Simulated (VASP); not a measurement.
# CrO2 (P4_2/mnm) in VASP: single point with PBE

Aim: the single point of CrO2 with PBE.

All numbers are computed with VASP 6.6.1; they aren't measurements. Logs are shortened: lines on timing, memory, paths and dates and some standing lists are left out, and cuts for length are marked.

## 1. The cell of the first run

It takes space group P4_2/mnm (No. 136, tetragonal). The conventional cell has a = 4.444 Å, b = 4.444 Å, c = 2.922 Å, α = 90.00°, β = 90.00°, γ = 90.00°. Within 2.5 Å of Cr (site symmetry mmm) lie 6 O at 1.91 Å. O (site symmetry m2m) has 3 Cr at 1.91 Å and 1 O at 2.47 Å within 2.5 Å.

## 2. Single point, PBE, collinear spin, ferromagnetic start

Contents of INCAR:

```
SYSTEM = CrO2
PREC = Accurate ; ENCUT = 520
EDIFF = 1E-7 ; ISMEAR = 0
SIGMA = 0.05 ; LREAL = .False.
LASPH = .True. ; NELM = 150
ALGO = Normal ; ISIF = 2
LWAVE = .False. ; LCHARG = .False.
ISPIN = 2 ; MAGMOM = 2 2 0 0 0 0
LORBIT = 11 ; LMAXMIX = 4
GGA = PE ; NBANDS = 37
```

Contents of KPOINTS:

```
regular mesh
0
Gamma
  6 6 10
  0 0 0
```

Contents of POSCAR:

```
CrO2
1.0
    4.4439090247      0.0000000000      0.0000000000
    0.0000000000      4.4439090247      0.0000000000
    0.0000000000      0.0000000000      2.9217460397
Cr O
2 4
Direct
    0.0000000000      0.0000000000      0.0000000000
    0.5000000000      0.5000000000      0.5000000000
    0.3036626117      0.3036626117      0.0000000000
    0.1963373883      0.8036626117      0.5000000000
    0.6963373883      0.6963373883      0.0000000000
    0.8036626117      0.1963373883      0.5000000000
```

Potentials or basis: VASP PAW PBE potentials, release 64 (Cr_pv, O).

Started as:

```bash
$ cat potpaw_PBE.64/Cr_pv/POTCAR potpaw_PBE.64/O/POTCAR > POTCAR
$ mpirun -np 1 vasp_std > vasp.out
```

OUTCAR:

```text
SYSTEM = CrO2
   PREC = Accurate
   ENCUT = 520
   EDIFF = 1E-7
   ISMEAR = 0
   LREAL = .False.
   LASPH = .True.
   NELM = 150
   ISIF = 2
   ISPIN = 2
   LORBIT = 11
   GGA = PE

 ion  position               nearest neighbor table
   1  0.000  0.000  0.000-   3 1.91   5 1.91   4 1.91   6 1.91   4 1.91   6 1.91
   2  0.500  0.500  0.500-   4 1.91   6 1.91   5 1.91   3 1.91   3 1.91   5 1.91
   3  0.304  0.304  0.000-   1 1.91   2 1.91   2 1.91
   4  0.196  0.804  0.500-   2 1.91   1 1.91   1 1.91
   5  0.696  0.696  0.000-   1 1.91   2 1.91   2 1.91
   6  0.804  0.196  0.500-   2 1.91   1 1.91   1 1.91

  LATTYP: Found a simple tetragonal cell.
 ALAT       =     4.4439090247
 C/A-ratio  =     0.6574720642

  Lattice vectors:

 A1 = (   4.4439090247,   0.0000000000,   0.0000000000)
 A2 = (   0.0000000000,   4.4439090247,   0.0000000000)
 A3 = (   0.0000000000,   0.0000000000,   2.9217460397)

Analysis of symmetry for initial positions (statically):
=====================================================================
 Subroutine PRICEL returns:
 Original cell was already a primitive cell.

 Routine SETGRP: Setting up the symmetry group for a
 simple tetragonal supercell.

 Subroutine GETGRP returns: Found 16 space group operations
 (whereof  8 operations were pure point group operations)
 out of a pool of 16 trial point group operations.

The static configuration has the point symmetry D_2h.
 The point group associated with its full space group is D_4h.

Analysis of symmetry for dynamics (positions and initial velocities):
=====================================================================
 Subroutine PRICEL returns:
 Original cell was already a primitive cell.

 Routine SETGRP: Setting up the symmetry group for a
 simple tetragonal supercell.

 Subroutine GETGRP returns: Found 16 space group operations
 (whereof  8 operations were pure point group operations)
 out of a pool of 16 trial point group operations.

The dynamic configuration has the point symmetry D_2h.
 The point group associated with its full space group is D_4h.

Analysis of structural, dynamic, and magnetic symmetry:
=====================================================================
 Subroutine PRICEL returns:
 Original cell was already a primitive cell.

 Routine SETGRP: Setting up the symmetry group for a
 simple tetragonal supercell.

 Subroutine GETGRP returns: Found 16 space group operations
 (whereof  8 operations were pure point group operations)
 out of a pool of 16 trial point group operations.

The overall configuration has the point symmetry D_2h.
 The point group associated with its full space group is D_4h.

 Subroutine INISYM returns: Found 16 space group operations
 (whereof  8 operations are pure point group operations),
 and found     1 'primitive' translations

----------------------------------------------------------------------------------------

                                     Primitive cell

  volume of cell :      57.6996

  direct lattice vectors                    reciprocal lattice vectors
     4.443909025  0.000000000  0.000000000     0.225027109  0.000000000  0.000000000
     0.000000000  4.443909025  0.000000000     0.000000000  0.225027109  0.000000000
     0.000000000  0.000000000  2.921746040     0.000000000  0.000000000  0.342261095

  length of vectors
     4.443909025  4.443909025  2.921746040     0.225027109  0.225027109  0.342261095

  position of ions in fractional coordinates (direct lattice)
     0.000000000  0.000000000  0.000000000
     0.500000000  0.500000000  0.500000000
     0.303662612  0.303662612  0.000000000
     0.196337388  0.803662612  0.500000000
     0.696337388  0.696337388  0.000000000
     0.803662612  0.196337388  0.500000000

  ion indices of the primitive-cell ions
   primitive index   ion index
                 1           1
                 2           2
                 3           3
                 4           4
                 5           5
                 6           6

----------------------------------------------------------------------------------------

 KPOINTS: regular mesh

Automatic generation of k-mesh.
 Grid dimensions read from file:
[... 47 lines left out ...]
   k-points           NKPTS =     60   k-points in BZ     NKDIM =     60   number of bands    NBANDS=     37
   number of dos      NEDOS =    301   number of ions     NIONS =      6
   total plane-waves  NPLWV =  31104
   dimension x,y,z NGX =    36 NGY =   36 NGZ =   24
   dimension x,y,z NGXF=    72 NGYF=   72 NGZF=   48
   ions per type =               2   4
   NGX,Y,Z   is equivalent  to a cutoff of  13.47, 13.47, 13.66 a.u.
   NGXF,Y,Z  is equivalent  to a cutoff of  26.94, 26.94, 27.31 a.u.
 SYSTEM =  CrO2
   PREC   = accura    normal or accurate (medium, high low for compatibility)
   ISTART =      0    job   : 0-new  1-cont  2-samecut
   ICHARG =      2    charge: 1-file 2-atom 10-const
   ISPIN  =      2    spin polarized calculation?
   LNONCOLLINEAR =      F non collinear calculations
   LSORBIT =      F    spin-orbit coupling
   LASPH  =      T    aspherical Exc in radial PAW
   ENCUT  =  520.0 eV  38.22 Ry    6.18 a.u.   8.26  8.26  5.43*2*pi/ulx,y,z
   NELM   =    150;   NELMIN=  2; NELMDL= -5     # of ELM steps
   EDIFF  = 0.1E-06   stopping-criterion for ELM
   LREAL  =      F    real-space projection
   EDIFFG = 0.1E-05   stopping-criterion for IOM
   NSW    =      0    number of steps for IOM
   IBRION =     -1    ionic relax: 0-MD 1-quasi-New 2-CG
   NFREE  =      0    steps in history (QN), initial steepest desc. (CG)
   ISIF   =      2    stress and relaxation
   ISYM   =      2    0-nonsym 1-usesym 2-fastsym
   POTIM  = 0.5000    time-step for ionic-motion
   TEBEG  =    0.0;   TEEND  =   0.0 temperature during run
   PSTRESS=    0.0 pullay stress
   NELECT =      48.0000    total number of electrons
   NUPDOWN=      -1.0000    fix difference up-down
   EMIN   =  10.00;   EMAX   =-10.00  energy-range for DOS
   EFERMI =   0.00;   METHOD = LEGACY
   ISMEAR =     0;   SIGMA  =   0.05  broadening in eV -4-tet -1-fermi 0-gaus
   EFERMI_NEDOS =   21; number of points for ismear=-14 and -15
   IALGO  =     38    algorithm
   IMIX   =      4    mixing-type and parameters
     AMIX     =   0.40;   BMIX     =  1.00
     AMIX_MAG =   1.60;   BMIX_MAG =  1.00
  volume/ion in A,a.u.               =       9.62        64.90
  Fermi-wavevector in a.u.,A,eV,Ry     =   1.539682  2.909577 32.254245  2.370620
  Thomas-Fermi vector in A             =   2.645875
   LORBIT       =     11    0 simple, 1 ext, 2 COOP (PROOUT), +10 PAW based schemes
   GGA     = PE    functional components
   LHFCALC =     F    Hartree Fock is set to
   AEXX    =    0.0000 exact exchange contribution
   IVDW    =     0    specifies the selected vdW correction
   LEPSILON=     F    determine dielectric tensor
   LRPA    =     F    only Hartree local field effects (RPA)
 spin polarized calculation
 Gauss-broadening in eV      SIGMA  =   0.05
  energy-cutoff  :      520.00
  volume of cell :       57.70
 maximum number of plane-waves:      1576
 NGX is ok and might be reduce to    36
   NGX = 17   NGY = 17   NGZ = 11

 number of electron      48.0000003 magnetization       4.0000340

 Free energy of the ion-electron system (eV)
  ---------------------------------------------------
  ext. energy  EPLUGINS =         0.00000000
  ---------------------------------------------------
  free energy    TOTEN  =       -50.35612445 eV

  energy without entropy =      -50.35514977  energy(sigma->0) =      -50.35563711

 E-fermi :   5.5006     XC(G=0): -11.8389

 val. band max:        5.4820234914   @ k =   0.0000   0.0000   0.5000
 cond. band min:       5.5056495501   @ k =   0.5000   0.5000   0.4000
 fundamental gap:      0.0236260587
 Fermi energy:         5.5005735891

 spin component 1

 k-point     1 :       0.0000    0.0000    0.0000
  band No.  band energies     occupation
      1     -39.4031      1.00000
      2     -39.4031      1.00000
      3     -39.2765      1.00000
      4     -39.2765      1.00000
      5     -39.2038      1.00000
      6     -39.1906      1.00000
[... 925 lines left out ...]
     35      16.1824      0.00000
     36      16.1824      0.00000

 [... further k-points ...]

 spin component 2

 k-point     1 :       0.0000    0.0000    0.0000
  band No.  band energies     occupation
      1     -37.3761      1.00000
      2     -37.3761      1.00000
      3     -37.0245      1.00000
      4     -37.0245      1.00000
      5     -36.8387      1.00000
      6     -36.8229      1.00000
[... 925 lines left out ...]
     35      16.3628      0.00000
     36      16.3628      0.00000

 [... further k-points ...]

 [bands above 36 left out]

------------------------ aborting loop because EDIFF is reached ----------------------------------------

  FORCE on cell =-STRESS in cart. coord.  units (eV):
  Direction    XX          YY          ZZ          XY          YZ          ZX
  --------------------------------------------------------------------------------------
  -------------------------------------------------------------------------------------
  Total        0.2133386      0.2133386      0.3106994      0.0000000      0.0000000      0.0000000
  in kB        5.9238940      5.9238940      8.6273645      0.0000000      0.0000000      0.0000000
  external PRESSURE =       6.8250508 kB  Pullay stress =       0.0000000 kB

 VOLUME and BASIS-vectors are now :
 -----------------------------------------------------------------------------
  energy-cutoff  :      520.00
  volume of cell :       57.70
      direct lattice vectors                 reciprocal lattice vectors
     4.443909025  0.000000000  0.000000000     0.225027109  0.000000000  0.000000000
     0.000000000  4.443909025  0.000000000     0.000000000  0.225027109  0.000000000
     0.000000000  0.000000000  2.921746040     0.000000000  0.000000000  0.342261095

 POSITION                                       TOTAL-FORCE (eV/Angst)
 -----------------------------------------------------------------------------------
      0.00000      0.00000      0.00000         0.000000     -0.000000      0.000000
      2.22195      2.22195      1.46087         0.000000     -0.000000      0.000000
      1.34945      1.34945      0.00000        -0.014865     -0.014865      0.000000
      0.87251      3.57140      1.46087         0.014865     -0.014865      0.000000
      3.09446      3.09446      0.00000         0.014865      0.014865     -0.000000
      3.57140      0.87251      1.46087        -0.014865      0.014865     -0.000000
 -----------------------------------------------------------------------------------
    total drift:                                0.000000      0.000000      0.000000

  FREE ENERGIE OF THE ION-ELECTRON SYSTEM (eV)
  ---------------------------------------------------
  free  energy   TOTEN  =       -50.3561244539 eV

  energy  without entropy=      -50.3551497665  energy(sigma->0) =      -50.35563711

 total charge

# of ion       s       p       d       tot
------------------------------------------
    1        0.362   6.455   4.015  10.832
    2        0.362   6.455   4.015  10.832
    3        1.572   3.458   0.000   5.030
    4        1.572   3.458   0.000   5.030
    5        1.572   3.458   0.000   5.030
    6        1.572   3.458   0.000   5.030
--------------------------------------------------
tot          7.011  26.742   8.030  41.783

 magnetization (x)

# of ion       s       p       d       tot
------------------------------------------
    1        0.024   0.032   2.051   2.107
    2        0.024   0.032   2.051   2.107
    3       -0.003  -0.075   0.000  -0.078
    4       -0.003  -0.075   0.000  -0.078
    5       -0.003  -0.075   0.000  -0.078
    6       -0.003  -0.075   0.000  -0.078
--------------------------------------------------
tot          0.038  -0.239   4.101   3.900
```

It took 3.7 min on 1 thread of Intel Xeon Platinum 8259CL at 2.50GHz (Skylake/Cascade Lake), shared host; peak memory 0.31 GiB.

Results:

* Free energy: -50.3561 eV
* Pressure: 0.7 GPa
* Largest force: 0.021 eV/Å
* Band gap on the k mesh: zero (filled and empty bands overlap)
* Net moment: 4.00 μB per cell
* Site moments: Cr +2.11; O -0.08 μB
* Valence electrons inside the program's atomic spheres: Cr 10.83; O 5.03

Forces in eV/Å, atoms in the order of the input:
```
Cr   0.000  0.000  0.000
Cr   0.000  0.000  0.000
O   -0.015 -0.015  0.000
O    0.015 -0.015  0.000
O    0.015  0.015  0.000
O   -0.015  0.015  0.000
```

Caveat: semilocal functionals often make such compounds metallic where correlation or magnetic order opens a gap, which also shifts bond lengths; only a ferromagnetic start was run, and an antiferromagnetic order may lie lower in energy.
